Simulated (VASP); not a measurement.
# Cr (P6_3/mmc) in VASP: a series of runs, part 2 of 2

VASP 6.6.1.

### 3 Single point, BLYP, collinear spin, antiferromagnetic start (12.30 Å³/atom)

This run uses another cell than the first one, of 12.30 Å³/atom.

The input, INCAR:

```
SYSTEM = Cr
AGGAC    = 1.0          
AGGAX    = 1.0          
ALDAC    = 0.0          
ALDAX    = 1.0          
ALGO     = Normal         ! electronic algorithm
EDIFF    = 1E-6           ! SCF threshold, eV
ENCUT    = 500            ! plane-wave cutoff, eV
GGA      = B5             ! functional
GGA_COMPAT= .FALSE.      
ISIF     = 2              ! what is computed and relaxed
ISMEAR   = -1             ! smearing method
ISPIN    = 2              ! spin polarisation
LASPH    = .TRUE.         ! aspherical terms in the spheres
LCHARG   = .FALSE.        ! write CHGCAR
LMAXMIX  = 4              ! l up to which the mixer works
LORBIT   = 11             ! projections on sites
LREAL    = .FALSE.        ! projectors in reciprocal space
LWAVE    = .FALSE.        ! write WAVECAR
MAGMOM   = 1.5 1.5 -1.5 -1.5 ! initial moments
NBANDS   = 36             ! bands
NELM     = 200            ! most SCF steps
PREC     = Accurate       ! precision mode
SIGMA    = 0.05           ! smearing width, eV
```

The input, KPOINTS:

```
k-points
0
G
  16 16 4
  0 0 0
```

The input, POSCAR:

```
Cr
1.0
    2.5167703228      0.0000000000      0.0000000000
   -1.2583851614      2.1795870350      0.0000000000
    0.0000000000      0.0000000000      8.9679574102
Cr
4
Direct
    1.0000000000      1.0000000000      1.0000000000
    1.0000000000      1.0000000000      0.5000000000
    0.3333333333      0.6666666667      0.2500000000
    0.6666666667      0.3333333333      0.7500000000
```

Potentials or basis: VASP PAW PBE potentials, release 64 (Cr_pv).

Started as:

```console
> cat potpaw_PBE.64/Cr_pv/POTCAR > POTCAR
> mpirun -np 1 vasp_std > vasp.out
```

OUTCAR:

```text
SYSTEM = Cr
   EDIFF = 1E-6
   ENCUT = 500
   GGA = B5
   ISIF = 2
   ISMEAR = -1
   ISPIN = 2
   LASPH = .TRUE.
   LORBIT = 11
   LREAL = .FALSE.
   NELM = 200
   PREC = Accurate

 ion  position               nearest neighbor table
   1  0.000  0.000  0.000-   3 2.67   4 2.67   3 2.67   4 2.67   4 2.67   3 2.67
   2  0.000  0.000  0.500-   3 2.67   4 2.67   3 2.67   4 2.67   4 2.67   3 2.67
   3  0.333  0.667  0.250-   1 2.67   2 2.67   1 2.67   2 2.67   1 2.67   2 2.67
   4  0.667  0.333  0.750-   1 2.67   2 2.67   1 2.67   2 2.67   1 2.67   2 2.67

  LATTYP: Found a hexagonal cell.
 ALAT       =     2.5167703228
 C/A-ratio  =     3.5632800216

  Lattice vectors:

 A1 = (   2.5167703228,   0.0000000000,   0.0000000000)
 A2 = (  -1.2583851614,   2.1795870350,   0.0000000000)
 A3 = (   0.0000000000,   0.0000000000,   8.9679574102)

Analysis of symmetry for initial positions (statically):
=====================================================================
 Subroutine PRICEL returns:
 Original cell was already a primitive cell.

 Routine SETGRP: Setting up the symmetry group for a
 hexagonal supercell.

 Subroutine GETGRP returns: Found 24 space group operations
 (whereof 12 operations were pure point group operations)
 out of a pool of 24 trial point group operations.

The static configuration has the point symmetry D_3d.
 The point group associated with its full space group is D_6h.

Analysis of symmetry for dynamics (positions and initial velocities):
=====================================================================
 Subroutine PRICEL returns:
 Original cell was already a primitive cell.

 Routine SETGRP: Setting up the symmetry group for a
 hexagonal supercell.

 Subroutine GETGRP returns: Found 24 space group operations
 (whereof 12 operations were pure point group operations)
 out of a pool of 24 trial point group operations.

The dynamic configuration has the point symmetry D_3d.
 The point group associated with its full space group is D_6h.

Analysis of structural, dynamic, and magnetic symmetry:
=====================================================================
 Subroutine PRICEL returns:
 Original cell was already a primitive cell.

 Routine SETGRP: Setting up the symmetry group for a
 hexagonal supercell.

 Subroutine GETGRP returns: Found 24 space group operations
 (whereof 12 operations were pure point group operations)
 out of a pool of 24 trial point group operations.

The overall configuration has the point symmetry D_3d.
 The point group associated with its full space group is D_6h.

 Subroutine INISYM returns: Found 24 space group operations
 (whereof 12 operations are pure point group operations),
 and found     1 'primitive' translations

----------------------------------------------------------------------------------------

                                     Primitive cell

  volume of cell :      49.1939

  direct lattice vectors                    reciprocal lattice vectors
     2.516770323  0.000000000  0.000000000     0.397334628  0.229401254  0.000000000
    -1.258385161  2.179587035  0.000000000     0.000000000  0.458802509  0.000000000
     0.000000000  0.000000000  8.967957410     0.000000000  0.000000000  0.111508112

  length of vectors
     2.516770323  2.516770323  8.967957410     0.458802509  0.458802509  0.111508112

[... 78 lines left out ...]
   ISPIN  =      2    spin polarized calculation?
   LNONCOLLINEAR =      F non collinear calculations
   LSORBIT =      F    spin-orbit coupling
   LASPH  =      T    aspherical Exc in radial PAW
   ENCUT  =  500.0 eV  36.75 Ry    6.06 a.u.   4.59  4.59 16.35*2*pi/ulx,y,z
   NELM   =    200;   NELMIN=  2; NELMDL= -5     # of ELM steps
   EDIFF  = 0.1E-05   stopping-criterion for ELM
   LREAL  =      F    real-space projection
   EDIFFG = 0.1E-04   stopping-criterion for IOM
   NSW    =      0    number of steps for IOM
   IBRION =     -1    ionic relax: 0-MD 1-quasi-New 2-CG
   NFREE  =      0    steps in history (QN), initial steepest desc. (CG)
   ISIF   =      2    stress and relaxation
   ISYM   =      2    0-nonsym 1-usesym 2-fastsym
   POTIM  = 0.5000    time-step for ionic-motion
   TEBEG  =    0.0;   TEEND  =   0.0 temperature during run
   PSTRESS=    0.0 pullay stress
   NELECT =      48.0000    total number of electrons
   NUPDOWN=      -1.0000    fix difference up-down
   EMIN   =  10.00;   EMAX   =-10.00  energy-range for DOS
   EFERMI =   0.00;   METHOD = LEGACY
   ISMEAR =    -1;   SIGMA  =   0.05  broadening in eV -4-tet -1-fermi 0-gaus
   EFERMI_NEDOS =   21; number of points for ismear=-14 and -15
   IALGO  =     38    algorithm
   IMIX   =      4    mixing-type and parameters
     AMIX     =   0.40;   BMIX     =  1.00
     AMIX_MAG =   1.60;   BMIX_MAG =  1.00
  volume/ion in A,a.u.               =      12.30        82.99
  Fermi-wavevector in a.u.,A,eV,Ry     =   1.623746  3.068435 35.872461  2.636552
  Thomas-Fermi vector in A             =   2.717146
   LORBIT       =     11    0 simple, 1 ext, 2 COOP (PROOUT), +10 PAW based schemes
   GGA     = B5    functional components
   LHFCALC =     F    Hartree Fock is set to
   AEXX    =    0.0000 exact exchange contribution
   IVDW    =     0    specifies the selected vdW correction
   LEPSILON=     F    determine dielectric tensor
   LRPA    =     F    only Hartree local field effects (RPA)
 spin polarized calculation
  energy-cutoff  :      500.00
  volume of cell :       49.19
 maximum number of plane-waves:      1272
   NGX =  9   NGY =  9   NGZ = 33

 number of electron      47.9999947 magnetization      -0.0124715

 number of electron      47.9999942 magnetization       0.0010424

 Free energy of the ion-electron system (eV)
  ---------------------------------------------------
  ext. energy  EPLUGINS =         0.00000000
  ---------------------------------------------------
  free energy    TOTEN  =       -31.86574700 eV

  energy without entropy =      -31.81097156  energy(sigma->0) =      -31.83835928

 E-fermi :  10.4231     XC(G=0): -12.7211

 val. band max:       10.4188640332   @ k =   0.3125   0.2500   0.2500
 cond. band min:      10.4244976041   @ k =   0.1875   0.1875   0.2500
 fundamental gap:      0.0056335708
 Fermi energy:        10.4230929622

 spin component 1

 k-point     1 :       0.0000    0.0000    0.0000
  band No.  band energies     occupation
      1     -32.6820      1.00000
      2     -32.3844      1.00000
      3     -32.3788      1.00000
      4     -32.0718      1.00000
      5     -31.9225      1.00000
      6     -31.9225      1.00000
[... 925 lines left out ...]
     35      14.2938      0.00000
     36      17.5203      0.00000

 [... further k-points ...]

 spin component 2

 k-point     1 :       0.0000    0.0000    0.0000
  band No.  band energies     occupation
      1     -32.6819      1.00000
      2     -32.3842      1.00000
      3     -32.3786      1.00000
      4     -32.0717      1.00000
      5     -31.9223      1.00000
      6     -31.9223      1.00000
[... 925 lines left out ...]
     35      14.2940      0.00000
     36      17.5105      0.00000

 [... further k-points ...]
[... 5 lines left out ...]
  --------------------------------------------------------------------------------------
  -------------------------------------------------------------------------------------
  Total       -0.0891117     -0.0891117     -0.0284562     -0.0000000     -0.0000000      0.0000000
  in kB       -2.9022441     -2.9022441     -0.9267794     -0.0000000     -0.0000000      0.0000000
  external PRESSURE =      -2.2437558 kB  Pullay stress =       0.0000000 kB

 VOLUME and BASIS-vectors are now :
 -----------------------------------------------------------------------------
  energy-cutoff  :      500.00
  volume of cell :       49.19
      direct lattice vectors                 reciprocal lattice vectors
     2.516770323  0.000000000  0.000000000     0.397334628  0.229401254  0.000000000
    -1.258385161  2.179587035  0.000000000     0.000000000  0.458802509  0.000000000
     0.000000000  0.000000000  8.967957410     0.000000000  0.000000000  0.111508112

 POSITION                                       TOTAL-FORCE (eV/Angst)
 -----------------------------------------------------------------------------------
      0.00000      0.00000      0.00000        -0.000000      0.000000      0.000000
      0.00000      0.00000      4.48398        -0.000000      0.000000      0.000000
     -0.00000      1.45306      2.24199         0.000000      0.000000      0.000000
      1.25839      0.72653      6.72597        -0.000000      0.000000     -0.000000
 -----------------------------------------------------------------------------------
    total drift:                                0.000000     -0.000000      0.000000

  FREE ENERGIE OF THE ION-ELECTRON SYSTEM (eV)
  ---------------------------------------------------
  free  energy   TOTEN  =       -31.8657469966 eV

  energy  without entropy=      -31.8109715598  energy(sigma->0) =      -31.83835928

 total charge

# of ion       s       p       d       tot
------------------------------------------
    1        0.398   6.343   4.236  10.976
    2        0.398   6.343   4.236  10.976
    3        0.398   6.345   4.230  10.973
    4        0.398   6.345   4.230  10.973
--------------------------------------------------
tot          1.592  25.374  16.931  43.898

 magnetization (x)

# of ion       s       p       d       tot
------------------------------------------
    1        0.000   0.000   0.000   0.000
    2        0.000   0.000   0.000   0.000
    3       -0.000   0.000   0.000   0.000
    4       -0.000   0.000   0.000   0.000
--------------------------------------------------
tot         -0.000   0.000   0.000   0.000
```

It took 7.4 min on 1 thread of Intel Xeon 6975P-C (Granite Rapids), shared host; peak memory 0.31 GiB.

Results:

```
Free energy                                           : -31.8657 eV
Pressure                                              : -0.2 GPa
Band gap on the k mesh                                : zero (filled and empty bands overlap)
Net moment                                            : 0.00 μB per cell
Valence electrons inside the program's atomic spheres : Cr 10.98, 10.97 (each value once)
```

Stress tensor (GPa, compression positive):
```
-0.29  0.00  0.00
 0.00 -0.29  0.00
 0.00  0.00 -0.09
```

Caveat: the moments typed at the start vanished in this run; the PAW data sets were made with another functional, which shifts forces and pressure a little.

### 4 Single point, BLYP, collinear spin, antiferromagnetic start (12.79 Å³/atom)

This run uses another cell than the first one, of 12.79 Å³/atom.

The input, INCAR:

```
PREC = Accurate
ENCUT = 500
EDIFF = 1E-6
ISMEAR = -1
SIGMA = 0.05
LREAL = False
LASPH = True
NELM = 200
ALGO = Normal
ISIF = 2
LWAVE = False
LCHARG = False
ISPIN = 2
MAGMOM = 1.5 1.5 -1.5 -1.5
LORBIT = 11
LMAXMIX = 4
GGA = B5
ALDAX = 1.0
AGGAX = 1.0
AGGAC = 1.0
ALDAC = 0.0
NBANDS = 36
GGA_COMPAT = False
```

The input, KPOINTS:

```
Automatic mesh
0
Gamma
  16 16 4
```

The input, POSCAR:

```
Cr
1.0
    2.5498895198      0.0000000000      0.0000000000
   -1.2749447599      2.2082691010      0.0000000000
    0.0000000000      0.0000000000      9.0859703832
Cr
4
Direct
    1.0000000000      1.0000000000      1.0000000000
    1.0000000000      1.0000000000      0.5000000000
    0.3333333333      0.6666666667      0.2500000000
    0.6666666667      0.3333333333      0.7500000000
```

Started as:

```console
> cat potpaw_PBE.64/Cr_pv/POTCAR > POTCAR
> mpirun -np 1 vasp_std > vasp.out
```

Wall time 11 min (1 thread of Oxide Virtual Turin-like, shared host); peak memory 0.29 GiB.

The run converged. Its results:

```
Free energy                                           : -31.8156 eV
Pressure                                              : -8.0 GPa
Band gap on the k mesh                                : zero (filled and empty bands overlap)
Net moment                                            : 0.00 μB per cell
Valence electrons inside the program's atomic spheres : Cr 10.90
```

Stress tensor (GPa, compression positive):
```
-8.41  0.00  0.00
 0.00 -8.41  0.00
 0.00  0.00 -7.15
```

Levels at points of the mesh, in eV from the Fermi level:
Spin up:
| k point | band 21 | band 22 | band 23 | band 24 | band 25 | band 26 | band 27 | band 28 |
| --- | --- | --- | --- | --- | --- | --- | --- | --- |
| (0.00, 0.00, 0.00) | -0.40 | -0.33 | -0.33 | -0.19 | -0.19 | -0.11 | -0.11 | 0.01 |
| (0.50, 0.00, 0.00) | -0.65 | -0.32 | -0.15 | 0.84 | 0.84 | 1.80 | 1.99 | 2.05 |
| (0.00, 0.00, 0.50) | -0.34 | -0.34 | -0.34 | -0.34 | -0.18 | -0.18 | -0.18 | -0.18 |
| (0.50, 0.00, 0.50) | 0.12 | 0.12 | 0.17 | 0.17 | 0.58 | 0.58 | 1.66 | 1.66 |
Spin down:
| k point | band 20 | band 21 | band 22 | band 23 | band 24 | band 25 | band 26 | band 27 | band 28 | band 29 |
| --- | --- | --- | --- | --- | --- | --- | --- | --- | --- | --- |
| (0.00, 0.00, 0.00) | -0.40 | -0.40 | -0.33 | -0.33 | -0.19 | -0.19 | -0.11 | -0.11 | 0.01 | 1.04 |
| (0.50, 0.00, 0.00) | -1.34 | -0.65 | -0.32 | -0.15 | 0.84 | 0.84 | 1.80 | 1.99 | 2.05 | 2.24 |
| (0.00, 0.00, 0.50) | -0.90 | -0.34 | -0.34 | -0.34 | -0.34 | -0.18 | -0.18 | -0.18 | -0.18 | 1.19 |
| (0.50, 0.00, 0.50) | -1.45 | 0.12 | 0.12 | 0.17 | 0.17 | 0.58 | 0.58 | 1.66 | 1.66 | 2.51 |

Caveat: the cell stands under tension; the moments typed at the start vanished in this run; the PAW data sets were made with another functional, which shifts forces and pressure a little.
